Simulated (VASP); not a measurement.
# Hf2TaN2 (P-3m1) in VASP: a series of runs, part 2 of 2

VASP 6.6.1. The steps go on from the part before.

**4. Relaxation of cell and atoms, PBE**

The input, INCAR:

```
ALGO = Normal
EDIFF = 1E-7
EDIFFG = -0.04
ENCUT = 600
GGA = PE
IBRION = 2
ISIF = 3
ISMEAR = 0
LASPH = True
LCHARG = False
LREAL = False
LWAVE = False
NELM = 60
NSW = 90
PREC = Accurate
SIGMA = 0.1
```

The input, KPOINTS:

```
k-points
0
Gamma
  6 6 4
```

The input, POSCAR:

```
Hf2TaN2
1.0
    3.5122080100      0.0000000000      0.0000000000
   -1.7561040100      3.0416613600      0.0000000000
    0.0000000000      0.0000000000      6.2536968100
Hf Ta N
2 1 2
Direct
    0.6666666700      0.3333333300      0.7081102100
    0.3333333300      0.6666666700      0.2918897900
    0.0000000000      0.0000000000      0.0000000000
    0.6666666700      0.3333333300      0.3747236700
    0.3333333300      0.6666666700      0.6252763300
```

Potentials or basis: VASP PAW PBE potentials, release 64 (Hf_pv, Ta_pv, N).

Run with:

```console
> cat potpaw_PBE.64/Hf_pv/POTCAR potpaw_PBE.64/Ta_pv/POTCAR potpaw_PBE.64/N/POTCAR > POTCAR
> mpirun -np 1 vasp_std > vasp.out
```

OUTCAR:

```text
EDIFF = 1E-7
   EDIFFG = -0.04
   ENCUT = 600
   GGA = PE
   IBRION = 2
   ISIF = 3
   ISMEAR = 0
   LASPH = True
   LREAL = False
   NELM = 60
   NSW = 90
   PREC = Accurate

 ion  position               nearest neighbor table
   1  0.667  0.333  0.708-   4 2.08   5 2.09   5 2.09   5 2.09   3 2.73   3 2.73   3 2.73   2 3.30
                             2 3.30   2 3.30
   2  0.333  0.667  0.292-   5 2.08   4 2.09   4 2.09   4 2.09   3 2.73   3 2.73   3 2.73   1 3.30
                             1 3.30   1 3.30
   3  0.000  0.000  0.000-   1 2.73   2 2.73   1 2.73   2 2.73   1 2.73   2 2.73
   4  0.667  0.333  0.375-   1 2.08   2 2.09   2 2.09   2 2.09
   5  0.333  0.667  0.625-   2 2.08   1 2.09   1 2.09   1 2.09

  LATTYP: Found a hexagonal cell.
 ALAT       =     3.5122080100
 C/A-ratio  =     1.7805599191

  Lattice vectors:

 A1 = (   3.5122080100,   0.0000000000,   0.0000000000)
 A2 = (  -1.7561040100,   3.0416613600,   0.0000000000)
 A3 = (   0.0000000000,   0.0000000000,   6.2536968100)

Analysis of symmetry for initial positions (statically):
=====================================================================
 Subroutine PRICEL returns:
 Original cell was already a primitive cell.

 Routine SETGRP: Setting up the symmetry group for a
 hexagonal supercell.

 Subroutine GETGRP returns: Found 12 space group operations
 (whereof 12 operations were pure point group operations)
 out of a pool of 24 trial point group operations.

The static configuration has the point symmetry D_3d.

Analysis of symmetry for dynamics (positions and initial velocities):
[... 204 lines left out ...]
 number of electron      41.0000002 magnetization

 E-fermi :   3.7346     XC(G=0): -10.4716

 val. band max:        3.7336782366   @ k =  -0.1667   0.5000   0.2500
 cond. band min:       3.7389317426   @ k =   0.0000   0.3333   0.2500
 fundamental gap:      0.0052535061
 Fermi energy:         3.7345841070

 k-point     1 :       0.0000    0.0000    0.0000
  band No.  band energies     occupation
      1     -31.2232      2.00000
      2     -31.2232      2.00000
      3     -31.1334      2.00000
      4     -27.6763      2.00000
      5     -27.6083      2.00000
      6     -27.6083      2.00000
[... 708 lines left out ...]
  FREE ENERGIE OF THE ION-ELECTRON SYSTEM (eV)
  ---------------------------------------------------
  free  energy   TOTEN  =       -50.0307405002 eV

  energy  without entropy=      -49.9931355041  energy(sigma->0) =      -50.01193800

[... ionic steps 4 to 19 ...]

--------------------------------------- Ionic step       20  -------------------------------------------

 number of electron      40.9999998 magnetization

------------------------ aborting loop because EDIFF is reached ----------------------------------------
[... 73 lines left out ...]
--------------------------------------- Ionic step       22  -------------------------------------------

 number of electron      40.9999998 magnetization

 Free energy of the ion-electron system (eV)
  ---------------------------------------------------
  ext. energy  EPLUGINS =         0.00000000
  ---------------------------------------------------
  free energy    TOTEN  =       -51.37919651 eV

  energy without entropy =      -51.35785917  energy(sigma->0) =      -51.36852784

 E-fermi :   4.6724     XC(G=0): -11.2341

 val. band max:        4.6614476702   @ k =   0.0000   0.3333   0.2500
 cond. band min:       4.6729499183   @ k =   0.3333   0.1667   0.2500
 fundamental gap:      0.0115022481
 Fermi energy:         4.6723950549

 k-point     1 :       0.0000    0.0000    0.0000
  band No.  band energies     occupation
      1     -29.8883      2.00000
      2     -29.7807      2.00000
      3     -29.7807      2.00000
      4     -26.1052      2.00000
      5     -25.8438      2.00000
      6     -25.8401      2.00000
[... 669 lines left out ...]
  FREE ENERGIE OF THE ION-ELECTRON SYSTEM (eV)
  ---------------------------------------------------
  free  energy   TOTEN  =       -51.3791965073 eV

  energy  without entropy=      -51.3578591668  energy(sigma->0) =      -51.36852784

 reached required accuracy - stopping structural energy minimisation
```

OSZICAR:

```text
N       E                     dE             d eps       ncg     rms          rms(c)
DAV:   1     0.294448622765E+03    0.29445E+03   -0.25235E+04  1152   0.190E+03
DAV:   2    -0.344857039871E+02   -0.32893E+03   -0.32567E+03  1352   0.463E+02
DAV:   3    -0.548455127281E+02   -0.20360E+02   -0.20191E+02  1560   0.979E+01
[... 255 lines left out ...]
DAV:   4    -0.513791932623E+02    0.17733E-04   -0.11678E-04  1472   0.645E-02    0.797E-02
DAV:   5    -0.513791948481E+02   -0.15858E-05   -0.14116E-05  1496   0.211E-02    0.546E-02
DAV:   6    -0.513791968453E+02   -0.19972E-05   -0.46441E-06  1424   0.116E-02    0.974E-03
DAV:   7    -0.513791965595E+02    0.28573E-06   -0.19217E-07  1064   0.263E-03    0.285E-03
DAV:   8    -0.513791965073E+02    0.52221E-07   -0.41422E-08   632   0.126E-03
  22 F= -.51379197E+02 E0= -.51368528E+02  d E =-.363664E-03
```

CONTCAR:

```text
Hf2TaN2
   1.00000000000000
     3.4048303280832601    0.0000000002471339    0.0000000000000000
    -1.7024151686747422    2.9486695595411399    0.0000000000000000
     0.0000000000000000    0.0000000000000000    8.2502532482146869
  Hf              Ta              N
     2     1     2
Direct
     0.6666666699999979    0.3333333300000021    0.6743166638823200
     0.3333333300000021    0.6666666699999979    0.3256833361176802
     0.0000000000000000    0.0000000000000000    0.0000000000000000
     0.6666666699999979    0.3333333300000021    0.3883230464057350
     0.3333333300000021    0.6666666699999979    0.6116769535942651

  0.00000000E+00  0.00000000E+00  0.00000000E+00
  0.00000000E+00  0.00000000E+00  0.00000000E+00
  0.00000000E+00  0.00000000E+00  0.00000000E+00
  0.00000000E+00  0.00000000E+00  0.00000000E+00
  0.00000000E+00  0.00000000E+00  0.00000000E+00
```

Run time: 6.2 min. Hardware: 1 thread of Intel Xeon 6975P-C (Granite Rapids), shared host; peak memory 0.23 GiB.

Results:

```
Free energy                            : -51.3792 eV
Relaxed volume                         : 16.57 Å³/atom
Relaxed cell                           : a = 3.405 Å, b = 3.405 Å, c = 8.250 Å, α = 90.00°, β = 90.00°, γ = 120.00°
Space group after relaxing (to 0.05 Å) : P-3m1 (No. 164)
Energy gained by relaxing              : 633.4 meV/atom
Ionic steps                            : 22
Pressure after relaxing                : 0.0 GPa
Largest force after relaxing           : 0.008 eV/Å
```

Forces in eV/Å, atoms in the order of the input:
```
Hf   0.000  0.000 -0.002
Hf   0.000  0.000  0.002
Ta   0.000  0.000  0.000
N    0.000  0.000 -0.008
N    0.000  0.000  0.008
```

Step by step:
```
step  energy change (eV)  largest force (eV/Å)  pressure (GPa)  volume (Å³)
   1              0.0000                2.5605           34.04        66.81
   2             -0.5987                1.4796          -23.51        97.89
   3             -1.8185                2.0525           -6.80        81.94
   4             -1.8217                2.0722           -5.77        81.32
   5             -2.3555                0.6835            2.46        79.10
   6             -2.3657                0.8564            4.14        78.76
   7             -2.5588                1.2499           -0.62        82.33
   8             -2.6090                1.5490           -6.68        88.11
   9             -2.6403                1.4623           -4.43        85.71
  10             -2.7365                1.5170           -3.87        86.15
  11             -2.8171                1.5543           -2.83        86.71
  12             -2.8258                1.5517           -2.32        86.92
  13             -2.9648                1.2135           -1.76        86.11
  14             -3.1444                0.3206           -0.60        84.01
  15             -3.1455                0.2463           -0.51        83.81
  16             -3.1559                0.2052           -0.39        83.56
  17             -3.1641                0.1162           -0.12        83.05
  18             -3.1641                0.1192           -0.12        83.07
  19             -3.1655                0.0950            0.06        82.93
  20             -3.1666                0.0516            0.44        82.66
  21             -3.1666                0.0578           -0.46        83.00
  22             -3.1670                0.0082           -0.01        82.83
```

Final structure:
```xyz
5
Lattice="3.4048 0.0000 0.0000 -1.7024 2.9487 0.0000 0.0000 0.0000 8.2503" Properties=species:S:1:pos:R:3 pbc="T T T"
Hf    1.7024    0.9829    5.5633
Hf    0.0000    1.9658    2.6870
Ta    0.0000    0.0000    0.0000
N     1.7024    0.9829    3.2038
N     0.0000    1.9658    5.0465
```

Levels at points of the mesh, in eV from the Fermi level:
```
           k point  band 17  band 18  band 19  band 20  band 21  band 22  band 23  band 24
(0.00, 0.00, 0.00)    -4.61    -3.35    -0.69     0.67     0.67     0.80     2.20     2.20
(0.50, 0.00, 0.00)    -2.36    -2.31    -0.64    -0.50    -0.43     0.78     1.04     2.95
(0.00, 0.00, 0.50)    -4.62    -2.33    -1.09     0.30     0.70     0.70     2.13     2.13
(0.50, 0.00, 0.50)    -2.31    -2.15    -1.64    -0.45     0.20     0.72     1.07     2.87
```

Caveat: the volume moved by over 15 % at a fixed basis, so the end points are rough; spin-orbit coupling is left out, which moves the levels of the heavy elements.

**5. The runs side by side**

| task | cell | cutoff (eV) | gap on the mesh (eV) | pressure (GPa) | largest force (eV/Å) |
| --- | --- | --- | --- | --- | --- |
| single point | a = 3.512, b = 3.512, c = 6.254 Å, angles 90.0, 90.0, 120.0°, 5 atoms | 520 | none | 34.1 | 2.56 |
| single point | a = 3.399, b = 3.399, c = 8.380 Å, angles 90.0, 90.0, 120.0°, 5 atoms | 520 | none | -0.8 | 0.09 |
| relaxation of cell and atoms | relaxed from a = 3.512, b = 3.512, c = 6.254 Å, angles 90.0, 90.0, 120.0°, 5 atoms | 600 | none | 0.0 | 0.01 |

Alike in all rows: level PBE; potentials or basis VASP PAW PBE potentials, release 64 (Hf_pv, Ta_pv, N); no spin polarisation; k mesh 6 × 6 × 4; smearing gaussian 0.1 eV.

Caveats: spin-orbit coupling is left out, which moves the levels of the heavy elements; forces of over 1 eV/Å act on the atoms, so gaps and moduli don't describe the material at rest (some runs); the volume moved by over 15 % at a fixed basis, so the end points are rough (some runs).

Total energies depend on the potentials used, so only differences within one code and one set of settings carry meaning.
